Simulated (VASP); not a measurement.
# Ti (Fm-3m) in VASP: further runs

The runs below take Ti through single point, with PBE.

All numbers are computed with VASP 6.6.1; they aren't measurements. Logs are shortened: lines on timing, memory, paths and dates and some standing lists are left out, and cuts for length are marked.

## (1) The cell of the first run

It takes space group Fm-3m (No. 225, cubic). Conventional cell: a = 4.029 Å, b = 4.029 Å, c = 4.029 Å, α = 90.00°, β = 90.00°, γ = 90.00°. Within 3.8 Å of Ti (site symmetry m-3m) lie 12 Ti at 2.85 Å.

## (2) Single point, PBE

File INCAR:

```
SYSTEM = Ti
PREC = Accurate ; ENCUT = 520
EDIFF = 1E-6 ; ISMEAR = -1
SIGMA = 0.06122561905347299 ; LREAL = .FALSE.
LASPH = .TRUE. ; NELM = 80
ALGO = Normal ; ISIF = 2
LWAVE = .FALSE. ; LCHARG = .TRUE.
GGA = PE ; LELF = .TRUE.
LVHAR = .TRUE. ; NBANDS = 12
```

File KPOINTS:

```
regular mesh
0
G
  23 23 23
  0 0 0
```

File POSCAR:

```
Ti
1.0
    0.0000000000      2.0145830510      2.0145830510
    2.0145830510      0.0000000000      2.0145830510
    2.0145830510      2.0145830510      0.0000000000
Ti
1
Direct
    0.0000000000      0.0000000000      0.0000000000
```

Potentials or basis: VASP PAW PBE potentials, release 64 (Ti_sv).

Run with:

```bash
$ cat potpaw_PBE.64/Ti_sv/POTCAR > POTCAR
$ mpirun -np 1 vasp_std > vasp.out
```

OUTCAR:

```text
SYSTEM = Ti
   PREC = Accurate
   ENCUT = 520
   EDIFF = 1E-6
   ISMEAR = -1
   LREAL = .FALSE.
   LASPH = .TRUE.
   NELM = 80
   ISIF = 2
   GGA = PE

 ion  position               nearest neighbor table
   1  0.000  0.000  0.000-

  LATTYP: Found a face centered cubic cell.
 ALAT       =     4.0291661020

  Lattice vectors:

 A1 = (   0.0000000000,   2.0145830510,   2.0145830510)
 A2 = (   2.0145830510,   0.0000000000,   2.0145830510)
 A3 = (   2.0145830510,   2.0145830510,   0.0000000000)

Analysis of symmetry for initial positions (statically):
=====================================================================
 Subroutine PRICEL returns:
 Original cell was already a primitive cell.

 Routine SETGRP: Setting up the symmetry group for a
 face centered cubic supercell.

 Subroutine GETGRP returns: Found 48 space group operations
 (whereof 48 operations were pure point group operations)
 out of a pool of 48 trial point group operations.

The static configuration has the point symmetry O_h .

Analysis of symmetry for dynamics (positions and initial velocities):
=====================================================================
 Subroutine PRICEL returns:
 Original cell was already a primitive cell.

 Routine SETGRP: Setting up the symmetry group for a
 face centered cubic supercell.

 Subroutine GETGRP returns: Found 48 space group operations
 (whereof 48 operations were pure point group operations)
 out of a pool of 48 trial point group operations.

The dynamic configuration has the point symmetry O_h .

 Subroutine INISYM returns: Found 48 space group operations
 (whereof 48 operations are pure point group operations),
 and found     1 'primitive' translations

----------------------------------------------------------------------------------------

                                     Primitive cell

  volume of cell :      16.3526

  direct lattice vectors                    reciprocal lattice vectors
     0.000000000  2.014583051  2.014583051    -0.248190314  0.248190314  0.248190314
     2.014583051  0.000000000  2.014583051     0.248190314 -0.248190314  0.248190314
     2.014583051  2.014583051  0.000000000     0.248190314  0.248190314 -0.248190314

  length of vectors
     2.849050673  2.849050673  2.849050673     0.429878234  0.429878234  0.429878234

  position of ions in fractional coordinates (direct lattice)
     0.000000000  0.000000000  0.000000000

  ion indices of the primitive-cell ions
   primitive index   ion index
                 1           1

----------------------------------------------------------------------------------------

 KPOINTS: regular mesh

Automatic generation of k-mesh.
 Grid dimensions read from file:
 generate k-points for:   23   23   23

 Generating k-lattice:

  Cartesian coordinates                     Fractional coordinates (reciprocal lattice)
    -0.010790883  0.010790883  0.010790883     0.043478261  0.000000000  0.000000000
     0.010790883 -0.010790883  0.010790883     0.000000000  0.043478261  0.000000000
     0.010790883  0.010790883 -0.010790883     0.000000000  0.000000000  0.043478261

  Length of vectors
     0.018690358  0.018690358  0.018690358

  Shift w.r.t. Gamma in fractional coordinates (k-lattice)
     0.000000000  0.000000000  0.000000000

 Subroutine IBZKPT returns following result:
 ===========================================

 Found    364 irreducible k-points:

 Following reciprocal coordinates:
            Coordinates               Weight
  0.000000  0.000000  0.000000      1.000000
  0.043478  0.000000  0.000000      8.000000
  0.086957  0.000000  0.000000      8.000000
  0.130435  0.000000  0.000000      8.000000
  0.173913  0.000000  0.000000      8.000000
  0.217391  0.000000  0.000000      8.000000
[... 16 lines left out ...]
  0.478261  0.043478  0.000000     24.000000
 -0.478261  0.043478  0.000000     24.000000
 [... further k-points ...]
   k-points           NKPTS =    364   k-points in BZ     NKDIM =    364   number of bands    NBANDS=     12
   number of dos      NEDOS =    301   number of ions     NIONS =      1
   total plane-waves  NPLWV =  13824
   dimension x,y,z NGX =    24 NGY =   24 NGZ =   24
   dimension x,y,z NGXF=    48 NGYF=   48 NGZF=   48
   ions per type =               1
   NGX,Y,Z   is equivalent  to a cutoff of  14.00, 14.00, 14.00 a.u.
   NGXF,Y,Z  is equivalent  to a cutoff of  28.01, 28.01, 28.01 a.u.
 SYSTEM =  Ti
   PREC   = accura    normal or accurate (medium, high low for compatibility)
   ISTART =      0    job   : 0-new  1-cont  2-samecut
   ICHARG =      2    charge: 1-file 2-atom 10-const
   ISPIN  =      1    spin polarized calculation?
   LNONCOLLINEAR =      F non collinear calculations
   LSORBIT =      F    spin-orbit coupling
   LASPH  =      T    aspherical Exc in radial PAW
   ENCUT  =  520.0 eV  38.22 Ry    6.18 a.u.   5.30  5.30  5.30*2*pi/ulx,y,z
   NELM   =     80;   NELMIN=  2; NELMDL= -5     # of ELM steps
   EDIFF  = 0.1E-05   stopping-criterion for ELM
   LREAL  =      F    real-space projection
   EDIFFG = 0.1E-04   stopping-criterion for IOM
   NSW    =      0    number of steps for IOM
   IBRION =     -1    ionic relax: 0-MD 1-quasi-New 2-CG
   NFREE  =      0    steps in history (QN), initial steepest desc. (CG)
   ISIF   =      2    stress and relaxation
   ISYM   =      2    0-nonsym 1-usesym 2-fastsym
   POTIM  = 0.5000    time-step for ionic-motion
   TEBEG  =    0.0;   TEEND  =   0.0 temperature during run
   PSTRESS=    0.0 pullay stress
   NELECT =      12.0000    total number of electrons
   NUPDOWN=      -1.0000    fix difference up-down
   EMIN   =  10.00;   EMAX   =-10.00  energy-range for DOS
   EFERMI =   0.00;   METHOD = LEGACY
   ISMEAR =    -1;   SIGMA  =   0.06  broadening in eV -4-tet -1-fermi 0-gaus
   EFERMI_NEDOS =   21; number of points for ismear=-14 and -15
   IALGO  =     38    algorithm
   IMIX   =      4    mixing-type and parameters
     AMIX     =   0.40;   BMIX     =  1.00
     AMIX_MAG =   1.60;   BMIX_MAG =  1.00
  volume/ion in A,a.u.               =      16.35       110.35
  Fermi-wavevector in a.u.,A,eV,Ry     =   1.476636  2.790437 29.666870  2.180453
  Thomas-Fermi vector in A             =   2.591138
   LORBIT       =      0    0 simple, 1 ext, 2 COOP (PROOUT), +10 PAW based schemes
   GGA     = PE    functional components
   LHFCALC =     F    Hartree Fock is set to
   AEXX    =    0.0000 exact exchange contribution
   IVDW    =     0    specifies the selected vdW correction
   LEPSILON=     F    determine dielectric tensor
   LRPA    =     F    only Hartree local field effects (RPA)
 non-spin polarized calculation
  energy-cutoff  :      520.00
  volume of cell :       16.35
 maximum number of plane-waves:       459
 NGX is ok and might be reduce to    24
   NGX = 11   NGY = 11   NGZ = 11

 number of electron      12.0000000 magnetization

 Free energy of the ion-electron system (eV)
  ---------------------------------------------------
  ext. energy  EPLUGINS =         0.00000000
  ---------------------------------------------------
  free energy    TOTEN  =        -7.76726346 eV

  energy without entropy =       -7.74722901  energy(sigma->0) =       -7.75724624

 E-fermi :   8.8783     XC(G=0): -11.7850

 val. band max:        8.8782674253   @ k =  -0.4348   0.1304   0.0435
 cond. band min:       8.8789638630   @ k =  -0.3478   0.3478   0.1304
 fundamental gap:      0.0006964377
 Fermi energy:         8.8783462111

 k-point     1 :       0.0000    0.0000    0.0000
  band No.  band energies     occupation
      1     -47.7328      2.00000
      2     -23.5157      2.00000
      3     -23.5157      2.00000
      4     -23.5157      2.00000
      5       2.6402      2.00000
      6       9.7882      0.00000
      7       9.7882      0.00000
      8       9.7882      0.00000
      9      11.5587      0.00000
     10      11.5587      0.00000
     11      24.4585      0.00000
     12      29.2337      0.00000

 k-point     2 :       0.0435    0.0000    0.0000
  band No.  band energies     occupation
      1     -47.7299      2.00000
      2     -23.5313      2.00000
      3     -23.5176      2.00000
      4     -23.5176      2.00000
      5       2.7054      2.00000
      6       9.7463      0.00000
      7       9.8126      0.00000
      8       9.8126      0.00000
      9      11.5421      0.00000
     10      11.5421      0.00000
     11      24.5223      0.00000
     12      28.6756      0.00000

 k-point     3 :       0.0870    0.0000    0.0000
  band No.  band energies     occupation
      1     -47.7215      2.00000
      2     -23.5771      2.00000
      3     -23.5232      2.00000
      4     -23.5232      2.00000
      5       2.8980      2.00000
      6       9.6280      0.00001
      7       9.8802      0.00000
      8       9.8802      0.00000
      9      11.4995      0.00000
     10      11.4995      0.00000
     11      24.6814      0.00000
     12      27.5412      0.00000
[... 286 lines left out ...]
 k-point    23 :       0.4783    0.0435    0.0000
  band No.  band energies     occupation
      1     -47.5776      2.00000
      2     -24.3124      2.00000
      3     -23.6254      2.00000
      4     -23.6220      2.00000
      5       6.1781      2.00000
      6       9.3962      0.00042
      7       9.7164      0.00000
      8       9.7339      0.00000
      9      12.7189      0.00000
     10      12.7585      0.00000
     11      17.8356      0.00000
     12      23.7963      0.00000

 k-point    24 :      -0.4783    0.0435    0.0000
  band No.  band energies     occupation
      1     -47.5757      2.00000
      2     -24.3219      2.00000
      3     -23.6294      2.00000
      4     -23.6206      2.00000
      5       6.2005      2.00000
      6       9.4297      0.00025
      7       9.6986      0.00000
      8       9.7638      0.00000
      9      12.7015      0.00000
     10      12.8479      0.00000
     11      17.6871      0.00000
     12      23.7506      0.00000

 [... further k-points ...]
[... 5 lines left out ...]
  --------------------------------------------------------------------------------------
  -------------------------------------------------------------------------------------
  Total        0.7155623      0.7155623      0.7155623      0.0000000      0.0000000      0.0000000
  in kB       70.1087997     70.1087997     70.1087997      0.0000000      0.0000000      0.0000000
  external PRESSURE =      70.1087997 kB  Pullay stress =       0.0000000 kB

 VOLUME and BASIS-vectors are now :
 -----------------------------------------------------------------------------
  energy-cutoff  :      520.00
  volume of cell :       16.35
      direct lattice vectors                 reciprocal lattice vectors
     0.000000000  2.014583051  2.014583051    -0.248190314  0.248190314  0.248190314
     2.014583051  0.000000000  2.014583051     0.248190314 -0.248190314  0.248190314
     2.014583051  2.014583051  0.000000000     0.248190314  0.248190314 -0.248190314

 POSITION                                       TOTAL-FORCE (eV/Angst)
 -----------------------------------------------------------------------------------
      0.00000      0.00000      0.00000         0.000000      0.000000      0.000000
 -----------------------------------------------------------------------------------
    total drift:                               -0.000000      0.000000      0.000000

  FREE ENERGIE OF THE ION-ELECTRON SYSTEM (eV)
  ---------------------------------------------------
  free  energy   TOTEN  =        -7.7672634646 eV

  energy  without entropy=       -7.7472290058  energy(sigma->0) =       -7.75724624
```

It took 70 s on 1 thread of Intel Xeon Platinum 8259CL at 2.50GHz (Skylake/Cascade Lake), shared host; peak memory 0.19 GiB.

What came out:

```yaml
Free_energy: -7.7673 eV
Pressure: 7.0 GPa
Band_gap_on_the_k_mesh: zero (band 6 reaches 9.79 eV, above the bottom of band 7 at 8.42 eV)
```

## (3) Single point, PBE

This run uses another cell than the first one, of 16.70 Å³/atom, 1.021 times its volume.

File INCAR:

```
ALGO = Normal ; EDIFF = 1E-6
ENCUT = 520 ; GGA = PE
ISIF = 2 ; ISMEAR = -1
LASPH = True ; LCHARG = False
LREAL = False ; LWAVE = False
NBANDS = 12 ; NELM = 100
PREC = Accurate ; SIGMA = 0.06122561905347299
```

File KPOINTS:

```
k-points
0
Gamma
  23 23 23
```

File POSCAR:

```
Ti
1.0
    0.0000000000      2.0287707230      2.0287707230
    2.0287707230      0.0000000000      2.0287707230
    2.0287707230      2.0287707230      0.0000000000
Ti
1
Direct
    0.0000000000      0.0000000000      0.0000000000
```

Potentials or basis: VASP PAW PBE potentials, release 64 (Ti_sv).

Run with:

```bash
$ cat potpaw_PBE.64/Ti_sv/POTCAR > POTCAR
$ mpirun -np 1 vasp_std > vasp.out
```

Wall time 55 s (1 thread of Intel Xeon Platinum 8259CL at 2.50GHz (Skylake/Cascade Lake), shared host); peak memory 0.19 GiB.

It converged, with:

```yaml
Free_energy: -7.7797 eV
Pressure: 4.4 GPa
Band_gap_on_the_k_mesh: zero (band 6 reaches 9.54 eV, above the bottom of band 7 at 8.21 eV)
```

Levels at points of the mesh, in eV from the Fermi level:
| k point | band 4 | band 5 | band 6 | band 7 | band 8 | band 9 |
| --- | --- | --- | --- | --- | --- | --- |
| (0.00, 0.00, 0.00) | -32.46 | -6.19 | 0.90 | 0.90 | 0.90 | 2.62 |

## (4) Single point, PBE

This run uses another cell than the first one, of 16.70 Å³/atom, 1.021 times its volume.

File INCAR:

```
SYSTEM = Ti
  ALGO = Normal
  EDIFF = 1E-6
  ENCUT = 520
  GGA = PE
  ISIF = 2
  ISMEAR = -1
  LASPH = .TRUE.
  LCHARG = .FALSE.
  LREAL = .FALSE.
  LWAVE = .FALSE.
  NBANDS = 12
  NELM = 80
  PREC = Accurate
  SIGMA = 0.06122561905347299
```

File KPOINTS:

```
k-points
0
G
  23 23 23
  0 0 0
```

POSCAR is that of step 3.

Potentials or basis: VASP PAW PBE potentials, release 64 (Ti_sv).

Run with:

```bash
$ cat potpaw_PBE.64/Ti_sv/POTCAR > POTCAR
$ mpirun -np 1 vasp_std > vasp.out
```

OUTCAR:

```text
SYSTEM = Ti
   EDIFF = 1E-6
   ENCUT = 520
   GGA = PE
   ISIF = 2
   ISMEAR = -1
   LASPH = .TRUE.
   LREAL = .FALSE.
   NELM = 80
   PREC = Accurate

 ion  position               nearest neighbor table
   1  0.000  0.000  0.000-

  LATTYP: Found a face centered cubic cell.
 ALAT       =     4.0575414460

  Lattice vectors:

 A1 = (   0.0000000000,   2.0287707230,   2.0287707230)
 A2 = (   2.0287707230,   0.0000000000,   2.0287707230)
 A3 = (   2.0287707230,   2.0287707230,   0.0000000000)

Analysis of symmetry for initial positions (statically):
[... 531 lines left out ...]
      7       9.4582      0.00000
      8       9.4991      0.00000
      9      12.3726      0.00000
     10      12.5144      0.00000
     11      17.2221      0.00000
     12      23.3970      0.00000

 [... further k-points ...]
[... 5 lines left out ...]
  --------------------------------------------------------------------------------------
  -------------------------------------------------------------------------------------
  Total        0.4550233      0.4550233      0.4550233      0.0000000      0.0000000     -0.0000000
  in kB       43.6531273     43.6531273     43.6531273      0.0000000      0.0000000     -0.0000000
  external PRESSURE =      43.6531273 kB  Pullay stress =       0.0000000 kB

 VOLUME and BASIS-vectors are now :
 -----------------------------------------------------------------------------
  energy-cutoff  :      520.00
  volume of cell :       16.70
      direct lattice vectors                 reciprocal lattice vectors
     0.000000000  2.028770723  2.028770723    -0.246454661  0.246454661  0.246454661
     2.028770723  0.000000000  2.028770723     0.246454661 -0.246454661  0.246454661
     2.028770723  2.028770723  0.000000000     0.246454661  0.246454661 -0.246454661

 POSITION                                       TOTAL-FORCE (eV/Angst)
 -----------------------------------------------------------------------------------
      0.00000      0.00000      0.00000        -0.000000     -0.000000     -0.000000
 -----------------------------------------------------------------------------------
    total drift:                               -0.000000      0.000000     -0.000000

  FREE ENERGIE OF THE ION-ELECTRON SYSTEM (eV)
  ---------------------------------------------------
  free  energy   TOTEN  =        -7.7797177740 eV

  energy  without entropy=       -7.7592281435  energy(sigma->0) =       -7.76947296
```

stdout:

```text
POSCAR found type information on POSCAR Ti
 POSCAR found :  1 types and       1 ions
 scaLAPACK will be used
 LDA part: xc-table for (Slater+PW92), standard interpolation
 POSCAR, INCAR and KPOINTS ok, starting setup
 FFT: planning ... GRIDC
 FFT: planning ... GRID_SOFT
 FFT: planning ... GRID
 WAVECAR not read
 entering main loop
```

It took 51 s on 1 thread of Intel Xeon Platinum 8259CL at 2.50GHz (Skylake/Cascade Lake), shared host; peak memory 0.19 GiB.

What came out:

```yaml
Free_energy: -7.7797 eV
Pressure: 4.4 GPa
Band_gap_on_the_k_mesh: zero (band 6 reaches 9.54 eV, above the bottom of band 7 at 8.21 eV)
```

Levels at points of the mesh, in eV from the Fermi level:
```tsv
k point	band 2	band 3	band 4	band 5	band 6	band 7	band 8	band 9	band 10	band 11
(0.00, 0.00, 0.00)	-32.46	-32.46	-32.46	-6.19	0.90	0.90	0.90	2.62	2.62	15.46
```

[end of part 1 of 2]
